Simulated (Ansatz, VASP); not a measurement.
**HfSn3S8 in VASP and in Ansatz**

INCAR

```
PREC     = Accurate       # precision mode
ENCUT    = 520            # plane-wave cutoff, eV
EDIFF    = 1E-6           # SCF threshold, eV
ISMEAR   = 0              # smearing method
SIGMA    = 0.02           # smearing width, eV
LREAL    = False          # projectors in reciprocal space
LASPH    = True           # aspherical terms in the spheres
NELM     = 60             # most SCF steps
ALGO     = Normal         # electronic algorithm
ISIF     = 2              # what is computed and relaxed
LWAVE    = False          # write WAVECAR
LCHARG   = False          # write CHGCAR
GGA      = PE             # functional
NBANDS   = 62             # bands
```

File KPOINTS:

```
regular mesh
0
Gamma
  6 6 4
```

The input POSCAR:

```
HfSn3S8
1.0
    7.3978110645      0.0000000000      0.0000000000
   -3.6989055322      6.4066923142      0.0000000000
    0.0000000000      0.0000000000      6.8166630203
Hf Sn S
1 3 8
Direct
    0.0000000000      0.0000000000      0.0000000000
    0.5000000000      0.5000000000      0.0000000000
    0.5000000000      0.0000000000      0.0000000000
    0.0000000000      0.5000000000      0.0000000000
    0.6693214961      0.8346607480      0.2165609801
    0.6666666667      0.3333333333      0.2148821639
    0.1653392520      0.8346607480      0.2165609801
    0.1653392520      0.3306785039      0.2165609801
    0.8346607480      0.6693214961      0.7834390199
    0.8346607480      0.1653392520      0.7834390199
    0.3333333333      0.6666666667      0.7851178361
    0.3306785039      0.1653392520      0.7834390199
```

Input for Ansatz:

```yaml
crystal:
  lattice:
    - [7.3978110645, 0.0, 0.0]
    - [-3.6989055322, 6.4066923142, 0.0]
    - [0.0, 0.0, 6.8166630203]
  atoms:
    - { symbol: Hf, position: [0.0, 0.0, 0.0] }
    - { symbol: Sn, position: [0.5, 0.5, 0.0] }
    - { symbol: Sn, position: [0.5, 0.0, 0.0] }
    - { symbol: Sn, position: [0.0, 0.5, 0.0] }
    - { symbol: S, position: [0.6693214961, 0.834660748, 0.2165609801] }
    - { symbol: S, position: [0.6666666667, 0.3333333333, 0.2148821639] }
    - { symbol: S, position: [0.165339252, 0.834660748, 0.2165609801] }
    - { symbol: S, position: [0.165339252, 0.3306785039, 0.2165609801] }
    - { symbol: S, position: [0.834660748, 0.6693214961, 0.7834390199] }
    - { symbol: S, position: [0.834660748, 0.165339252, 0.7834390199] }
    - { symbol: S, position: [0.3333333333, 0.6666666667, 0.7851178361] }
    - { symbol: S, position: [0.3306785039, 0.165339252, 0.7834390199] }
basis:
  ecutwfc: 420
kpoints:
  mp_grid: { grid: [6, 6, 4] }
  band_path:
    path:
      - [[0.0, 0.0, 0.0], [0.5, 0.0, 0.0], [0.33333333, 0.33333333, 0.0], [0.0, 0.0, 0.0], [0.0, 0.0, 0.5], [0.5, 0.0, 0.5], [0.33333333, 0.33333333, 0.5], [0.0, 0.0, 0.5]]
      - [[0.5, 0.0, 0.5], [0.5, 0.0, 0.0]]
      - [[0.33333333, 0.33333333, 0.5], [0.33333333, 0.33333333, 0.0]]
    npoints: 10
hamiltonian:
  xc: pbe
scf:
  occupations: { method: gaussian, width: 0.02 }
  n_extra_bands: 30
output:
  forces: true
  stress: true
  eigenvalues: true
  populations: true
  dos: { projected: true, de: 0.02, nscf_kmesh: { grid: [9, 9, 6] } }
  bader: false
```

Alike in both runs: task single point; functional PBE; k mesh 6 × 6 × 4; occupations gaussian, width 0.02 eV; no spin polarisation.

|  | VASP | Ansatz |
| --- | --- | --- |
| version | VASP 6.6.1 | Ansatz 0.2.0 |
| potentials or method | VASP PAW PBE potentials, release 64 (Hf_pv, Sn_d, S), cutoff 520 eV | scalar-relativistic, plane waves, PAW |
| valence electrons in the cell | 100 | 116 |

Ansatz gave:

```
gap on the k mesh at the Fermi level (eV)                     : 0.88
least direct gap on the mesh (eV)                             : 0.97
pressure (GPa)                                                : 0.0
traceless stress, the component that is largest in VASP (GPa) : 0.03
rms of the force components (eV/Å)                            : 0.001
```

Estimate VASP's values.

gap on the k mesh at the Fermi level (eV): 0.90; least direct gap on the mesh (eV): 0.97; pressure (GPa): -0.2; traceless stress, the component that is largest in VASP (GPa): 0.08; rms of the force components (eV/Å): 0.016.

Atom by atom the forces differ by 0.016 eV/Å (rms over components). VASP's potentials hold 100 valence electrons a cell and Ansatz's 116, so a difference there can come from the potentials and not from the codes.

Spin-orbit coupling is off throughout.
